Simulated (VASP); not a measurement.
# Sc2Al (P6_3/mmc) in VASP: further runs, part 2 of 3

VASP 6.6.1.

**3. Single point, PBEsol (strain -0.050 along x and y, -0.025 along z)**

Contents of INCAR:

```
SYSTEM = Sc2Al
ALGO = Fast
EDIFF = 1E-6
ENCUT = 520
GGA = PS
ISIF = 2
ISMEAR = 0
LASPH = .True.
LCHARG = .False.
LREAL = .False.
LWAVE = .False.
NBANDS = 34
NELM = 60
PREC = Accurate
SIGMA = 0.15
```

Contents of KPOINTS:

```
k-points
0
Gamma
  12 12 8
  0 0 0
```

Contents of POSCAR:

```
Sc2Al
1.0
    4.6083540236      0.0000000000      0.0000000000
   -2.3041770118      3.9909516541      0.0000000000
    0.0000000000      0.0000000000      5.9333150372
Sc Al
4 2
Direct
    0.0000000000      0.0000000000      0.0000000000
    0.0000000000      0.0000000000      0.5000000000
    0.3333333333      0.6666666667      0.7500000000
    0.6666666667      0.3333333333      0.2500000000
    0.3333333333      0.6666666667      0.2500000000
    0.6666666667      0.3333333333      0.7500000000
```

Potentials or basis: VASP PAW PBE potentials, release 64 (Sc_sv, Al).

Command:

```bash
cat potpaw_PBE.64/Sc_sv/POTCAR potpaw_PBE.64/Al/POTCAR > POTCAR
mpirun -np 1 vasp_std > vasp.out
```

OUTCAR:

```text
SYSTEM = Sc2Al
   EDIFF = 1E-6
   ENCUT = 520
   GGA = PS
   ISIF = 2
   ISMEAR = 0
   LASPH = .True.
   LREAL = .False.
   NELM = 60
   PREC = Accurate

 ion  position               nearest neighbor table
   1  0.000  0.000  0.000-   2 2.97   2 2.97   4 3.05   5 3.05   6 3.05   3 3.05   4 3.05   6 3.05
                             3 3.05   5 3.05   4 3.05   6 3.05   3 3.05   5 3.05
   2  0.000  0.000  0.500-   1 2.97   1 2.97   4 3.05   5 3.05   6 3.05   3 3.05   4 3.05   6 3.05
                             3 3.05   5 3.05   4 3.05   6 3.05   3 3.05   5 3.05
   3  0.333  0.667  0.750-   6 2.66   6 2.66   6 2.66   5 2.97   5 2.97   1 3.05   2 3.05   2 3.05
                             1 3.05   2 3.05   1 3.05
   4  0.667  0.333  0.250-   5 2.66   5 2.66   5 2.66   6 2.97   6 2.97   1 3.05   2 3.05   1 3.05
                             2 3.05   1 3.05   2 3.05
   5  0.333  0.667  0.250-   4 2.66   4 2.66   4 2.66   3 2.97   3 2.97   1 3.05   2 3.05   2 3.05
                             1 3.05   2 3.05   1 3.05
   6  0.667  0.333  0.750-   3 2.66   3 2.66   3 2.66   4 2.97   4 2.97   1 3.05   2 3.05   1 3.05
                             2 3.05   1 3.05   2 3.05

  LATTYP: Found a hexagonal cell.
[... 192 lines left out ...]

  energy without entropy =      -36.10646395  energy(sigma->0) =      -36.14961941

 E-fermi :   5.8538     XC(G=0): -10.8421

 val. band max:        5.8457009380   @ k =   0.0833   0.0833   0.2500
 cond. band min:       5.8553240483   @ k =   0.0833   0.0833   0.3750
 fundamental gap:      0.0096231103
 Fermi energy:         5.8537713406

 k-point     1 :       0.0000    0.0000    0.0000
  band No.  band energies     occupation
      1     -43.0141      2.00000
      2     -42.9188      2.00000
      3     -42.8407      2.00000
      4     -42.8143      2.00000
      5     -21.9818      2.00000
      6     -21.9182      2.00000
[... 877 lines left out ...]
     33       8.2471      0.00000
     34       8.7227      0.00000

 [... further k-points ...]
[... 5 lines left out ...]
  --------------------------------------------------------------------------------------
  -------------------------------------------------------------------------------------
  Total        9.7552381      9.7552381      5.8005214      0.0000000      0.0000000      0.0000000
  in kB      143.2282702    143.2282702     85.1643634      0.0000000      0.0000000      0.0000000
  external PRESSURE =     123.8736346 kB  Pullay stress =       0.0000000 kB

 VOLUME and BASIS-vectors are now :
 -----------------------------------------------------------------------------
  energy-cutoff  :      520.00
  volume of cell :      109.12
      direct lattice vectors                 reciprocal lattice vectors
     4.608354024  0.000000000  0.000000000     0.216997217  0.125283402  0.000000000
    -2.304177012  3.990951654  0.000000000     0.000000000  0.250566804  0.000000000
     0.000000000  0.000000000  5.933315037     0.000000000  0.000000000  0.168539846

 POSITION                                       TOTAL-FORCE (eV/Angst)
 -----------------------------------------------------------------------------------
      0.00000      0.00000      0.00000        -0.000000     -0.000000      0.000000
      0.00000      0.00000      2.96666        -0.000000     -0.000000      0.000000
     -0.00000      2.66063      4.44999         0.000000     -0.000000      0.000000
      2.30418      1.33032      1.48333        -0.000000      0.000000      0.000000
     -0.00000      2.66063      1.48333        -0.000000     -0.000000      0.000000
      2.30418      1.33032      4.44999        -0.000000     -0.000000      0.000000
 -----------------------------------------------------------------------------------
    total drift:                               -0.000000      0.000000     -0.000000

  FREE ENERGIE OF THE ION-ELECTRON SYSTEM (eV)
  ---------------------------------------------------
  free  energy   TOTEN  =       -36.1927748772 eV

  energy  without entropy=      -36.1064639451  energy(sigma->0) =      -36.14961941
```

OSZICAR:

```text
N       E                     dE             d eps       ncg     rms          rms(c)
DAV:   1     0.838967558113E+03    0.83897E+03   -0.21496E+04  6468   0.153E+03
DAV:   2     0.312664742899E+02   -0.80770E+03   -0.79433E+03  9132   0.680E+02
DAV:   3    -0.375526095973E+02   -0.68819E+02   -0.65841E+02 10780   0.244E+02
[... 11 lines left out ...]
RMM:  15    -0.361927689691E+02   -0.19644E-04   -0.19170E-04  9678   0.500E-02    0.782E-02
RMM:  16    -0.361927717098E+02   -0.27408E-05   -0.79760E-05  8415   0.380E-02    0.510E-02
RMM:  17    -0.361927737370E+02   -0.20271E-05   -0.27721E-05  7356   0.210E-02    0.341E-02
RMM:  18    -0.361927748271E+02   -0.10902E-05   -0.11921E-05  6575   0.147E-02    0.292E-02
RMM:  19    -0.361927748772E+02   -0.50057E-07   -0.42692E-06  6207   0.130E-02
   1 F= -.36192775E+02 E0= -.36149619E+02  d E =-.863109E-01
```

stdout:

```text
POSCAR found type information on POSCAR ScAl
 POSCAR found :  2 types and       6 ions
 scaLAPACK will be used
 -----------------------------------------------------------------------------
|                                                                             |
|                                                                             |
|     You enforced a specific xc type in the INCAR file but a different       |
|     I HOPE YOU KNOW WHAT YOU ARE DOING!                                     |
|                                                                             |
 -----------------------------------------------------------------------------

 LDA part: xc-table for (Slater+PW92), standard interpolation
 POSCAR, INCAR and KPOINTS ok, starting setup
 FFT: planning ... GRIDC
 FFT: planning ... GRID_SOFT
 FFT: planning ... GRID
 WAVECAR not read
 entering main loop
```

Run time: 12 min. Hardware: 1 thread of Oxide Virtual Turin-like, shared host; peak memory 0.39 GiB.

Results:

* Free energy: -36.1928 eV
* Pressure: 12.4 GPa
* Band gap on the k mesh: zero (band 25 reaches 6.19 eV, above the bottom of band 26 at 5.25 eV)

Caveat: the cell differs from its parent crystal (strain -0.050 along x and y, -0.025 along z); the PAW data sets were made with another functional, which shifts forces and pressure a little.

**4. Single point, PBEsol (strain -0.050 along x and y, +0.000 along z)**

Contents of INCAR:

```
PREC = Accurate ; ENCUT = 520
EDIFF = 1E-6 ; ISMEAR = 0
SIGMA = 0.15 ; LREAL = False
LASPH = True ; NELM = 80
ALGO = Fast ; ISIF = 2
LWAVE = False ; LCHARG = False
GGA = PS ; NBANDS = 34
```

Contents of KPOINTS:

```
regular mesh
0
Gamma
  12 12 8
```

Changes to POSCAR since step 3:

```diff
@@ -4,3 +4,3 @@
    -2.3041770118      3.9909516541      0.0000000000
-    0.0000000000      0.0000000000      5.9333150372
+    0.0000000000      0.0000000000      6.0854513202
 Sc Al
```

Potentials or basis: VASP PAW PBE potentials, release 64 (Sc_sv, Al).

Command:

```bash
cat potpaw_PBE.64/Sc_sv/POTCAR potpaw_PBE.64/Al/POTCAR > POTCAR
mpirun -np 1 vasp_std > vasp.out
```

OUTCAR:

```text
PREC = Accurate
   ENCUT = 520
   EDIFF = 1E-6
   ISMEAR = 0
   LREAL = False
   LASPH = True
   NELM = 80
   ISIF = 2
   GGA = PS

 ion  position               nearest neighbor table
   1  0.000  0.000  0.000-   2 3.04   2 3.04   4 3.06   5 3.06   6 3.06   3 3.06   4 3.06   6 3.06
                             3 3.06   5 3.06   4 3.06   6 3.06   3 3.06   5 3.06
   2  0.000  0.000  0.500-   1 3.04   1 3.04   4 3.06   5 3.06   6 3.06   3 3.06   4 3.06   6 3.06
                             3 3.06   5 3.06   4 3.06   6 3.06   3 3.06   5 3.06
   3  0.333  0.667  0.750-   6 2.66   6 2.66   6 2.66   5 3.04   5 3.04   1 3.06   2 3.06   2 3.06
                             1 3.06   2 3.06   1 3.06
   4  0.667  0.333  0.250-   5 2.66   5 2.66   5 2.66   6 3.04   6 3.04   1 3.06   2 3.06   1 3.06
                             2 3.06   1 3.06   2 3.06
   5  0.333  0.667  0.250-   4 2.66   4 2.66   4 2.66   3 3.04   3 3.04   1 3.06   2 3.06   2 3.06
                             1 3.06   2 3.06   1 3.06
   6  0.667  0.333  0.750-   3 2.66   3 2.66   3 2.66   4 3.04   4 3.04   1 3.06   2 3.06   1 3.06
                             2 3.06   1 3.06   2 3.06

  LATTYP: Found a hexagonal cell.
 ALAT       =     4.6083540236
 C/A-ratio  =     1.3205260032

  Lattice vectors:

 A1 = (   4.6083540236,   0.0000000000,   0.0000000000)
 A2 = (  -2.3041770118,   3.9909516541,   0.0000000000)
 A3 = (   0.0000000000,   0.0000000000,   6.0854513202)

Analysis of symmetry for initial positions (statically):
=====================================================================
 Subroutine PRICEL returns:
 Original cell was already a primitive cell.

 Routine SETGRP: Setting up the symmetry group for a
 hexagonal supercell.

 Subroutine GETGRP returns: Found 24 space group operations
 (whereof 12 operations were pure point group operations)
 out of a pool of 24 trial point group operations.

The static configuration has the point symmetry D_3d.
 The point group associated with its full space group is D_6h.

Analysis of symmetry for dynamics (positions and initial velocities):
[... 140 lines left out ...]
     AMIX_MAG =   1.60;   BMIX_MAG =  1.00
  volume/ion in A,a.u.               =      18.65       125.88
  Fermi-wavevector in a.u.,A,eV,Ry     =   1.251487  2.364968 21.309725  1.566221
  Thomas-Fermi vector in A             =   2.385432
   LORBIT       =      0    0 simple, 1 ext, 2 COOP (PROOUT), +10 PAW based schemes
   GGA     = PS    functional components
   LHFCALC =     F    Hartree Fock is set to
   AEXX    =    0.0000 exact exchange contribution
   IVDW    =     0    specifies the selected vdW correction
   LEPSILON=     F    determine dielectric tensor
   LRPA    =     F    only Hartree local field effects (RPA)
 non-spin polarized calculation
 RMM-DIIS sequential band-by-band and
 Gauss-broadening in eV      SIGMA  =   0.15
  energy-cutoff  :      520.00
  volume of cell :      111.92
 maximum number of plane-waves:      3040
 NGX is ok and might be reduce to    36
   NGX = 17   NGY = 17   NGZ = 23

 number of electron      50.0000001 magnetization

 Free energy of the ion-electron system (eV)
  ---------------------------------------------------
  ext. energy  EPLUGINS =         0.00000000
  ---------------------------------------------------
  free energy    TOTEN  =       -36.30298147 eV

  energy without entropy =      -36.21808187  energy(sigma->0) =      -36.26053167

 E-fermi :   5.6773     XC(G=0): -10.7314

 val. band max:        5.6725508927   @ k =   0.3333   0.3333   0.1250
 cond. band min:       5.6783603571   @ k =   0.0833   0.0833   0.3750
 fundamental gap:      0.0058094643
 Fermi energy:         5.6772694527

 k-point     1 :       0.0000    0.0000    0.0000
  band No.  band energies     occupation
      1     -43.2829      2.00000
      2     -43.2089      2.00000
      3     -43.1074      2.00000
      4     -43.0850      2.00000
      5     -22.1836      2.00000
      6     -22.1688      2.00000
[... 877 lines left out ...]
     33       7.9644      0.00000
     34       8.4352      0.00000

 [... further k-points ...]
[... 5 lines left out ...]
  --------------------------------------------------------------------------------------
  -------------------------------------------------------------------------------------
  Total        9.0110329      9.0110329      2.8225354      0.0000000      0.0000000      0.0000000
  in kB      128.9941645    128.9941645     40.4049792      0.0000000      0.0000000      0.0000000
  external PRESSURE =      99.4644361 kB  Pullay stress =       0.0000000 kB

 VOLUME and BASIS-vectors are now :
 -----------------------------------------------------------------------------
  energy-cutoff  :      520.00
  volume of cell :      111.92
      direct lattice vectors                 reciprocal lattice vectors
     4.608354024  0.000000000  0.000000000     0.216997217  0.125283402  0.000000000
    -2.304177012  3.990951654  0.000000000     0.000000000  0.250566804  0.000000000
     0.000000000  0.000000000  6.085451320     0.000000000  0.000000000  0.164326349

 POSITION                                       TOTAL-FORCE (eV/Angst)
 -----------------------------------------------------------------------------------
      0.00000      0.00000      0.00000         0.000000      0.000000      0.000000
      0.00000      0.00000      3.04273         0.000000      0.000000      0.000000
     -0.00000      2.66063      4.56409        -0.000000      0.000000      0.000000
      2.30418      1.33032      1.52136         0.000000     -0.000000      0.000000
     -0.00000      2.66063      1.52136         0.000000      0.000000      0.000000
      2.30418      1.33032      4.56409        -0.000000     -0.000000      0.000000
 -----------------------------------------------------------------------------------
    total drift:                                0.000000     -0.000000      0.000000

  FREE ENERGIE OF THE ION-ELECTRON SYSTEM (eV)
  ---------------------------------------------------
  free  energy   TOTEN  =       -36.3029814678 eV

  energy  without entropy=      -36.2180818715  energy(sigma->0) =      -36.26053167
```

stdout:

```text
POSCAR found type information on POSCAR ScAl
 POSCAR found :  2 types and       6 ions
 scaLAPACK will be used
 -----------------------------------------------------------------------------
|                                                                             |
|                                                                             |
|     You enforced a specific xc type in the INCAR file but a different       |
|     I HOPE YOU KNOW WHAT YOU ARE DOING!                                     |
|                                                                             |
 -----------------------------------------------------------------------------

 LDA part: xc-table for (Slater+PW92), standard interpolation
 POSCAR, INCAR and KPOINTS ok, starting setup
 FFT: planning ... GRIDC
 FFT: planning ... GRID_SOFT
 FFT: planning ... GRID
 WAVECAR not read
 entering main loop
```

Run time: 11 min. Hardware: 1 thread of Oxide Virtual Turin-like, shared host; peak memory 0.4 GiB.

What came out:

```yaml
Free_energy: -36.3030 eV
Pressure: 9.9 GPa
Band_gap_on_the_k_mesh: zero (band 25 reaches 5.99 eV, above the bottom of band 26 at 5.09 eV)
```

Levels at points of the mesh, in eV from the Fermi level:
| k point | band 22 | band 23 | band 24 | band 25 | band 26 | band 27 | band 28 | band 29 |
| --- | --- | --- | --- | --- | --- | --- | --- | --- |
| (0.00, 0.00, 0.00) | -0.80 | -0.68 | -0.68 | -0.59 | -0.59 | 0.07 | 0.07 | 2.28 |
| (0.50, 0.00, 0.00) | -1.16 | -1.04 | -0.72 | -0.57 | 0.23 | 0.45 | 1.07 | 1.25 |
| (0.00, 0.00, 0.50) | -1.64 | -1.31 | -1.31 | 0.06 | 0.06 | 0.06 | 0.06 | 1.95 |
| (0.50, 0.00, 0.50) | -1.28 | -0.74 | -0.74 | 0.20 | 0.20 | 0.51 | 0.51 | 1.28 |

Caveat: the cell differs from its parent crystal (strain -0.050 along x and y, +0.000 along z); the PAW data sets were made with another functional, which shifts forces and pressure a little.

(Continued in part 3 of 3.)
